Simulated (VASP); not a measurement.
Set up this calculation in VASP 6.6.1, as the native input.

```yaml
Task: single point
Functional: PBE
Potentials_or_basis: VASP PAW PBE potentials, release 64 (Re, S)
Cutoff: 520 eV
k_mesh: 14 × 14 × 14
Occupations: gaussian, width 0.1 eV
Spin: collinear spin, ferromagnetic start
Starting_moments: "[3.5, 0.0] μB"
Dipole_correction: no
Further_INCAR_settings: ALGO = Normal; EDIFF = 1e-07; NBANDS = 18
```

The structure of ReS lies in POSCAR:

```
ReS
1.0
    0.0000000000      2.4284299179      2.4284299179
    2.4284299179      0.0000000000      2.4284299179
    2.4284299179      2.4284299179      0.0000000000
Re S
1 1
Direct
    0.0000000000      0.0000000000      0.0000000000
    0.5000000000      0.5000000000      0.5000000000
```

One way to write it, as run:

INCAR

```
PREC = Accurate
ENCUT = 520
EDIFF = 1E-7
ISMEAR = 0
SIGMA = 0.1
LREAL = F
LASPH = T
NELM = 150
ALGO = Normal
ISIF = 2
LWAVE = F
LCHARG = F
ISPIN = 2
MAGMOM = 3.5 0
LORBIT = 11
LMAXMIX = 4
GGA = PE
NBANDS = 18
```

KPOINTS

```
Automatic mesh
0
Gamma
  14 14 14
```

Potentials or basis: VASP PAW PBE potentials, release 64 (Re, S).

The run is started by

```sh
$ cat potpaw_PBE.64/Re/POTCAR potpaw_PBE.64/S/POTCAR > POTCAR
$ mpirun -np 1 vasp_std > vasp.out
```

Results of the run:

```yaml
Pressure: 10.5 GPa
Net_moment: -0.01 μB per cell
Valence_electrons_inside_the_program's_atomic_spheres: Re 5.96; S 3.68
```

Wall time 110 s on 1 thread of Intel(R) Xeon(R) 6975P-C (Granite Rapids), with other jobs on the host, peak memory 0.24 GiB.
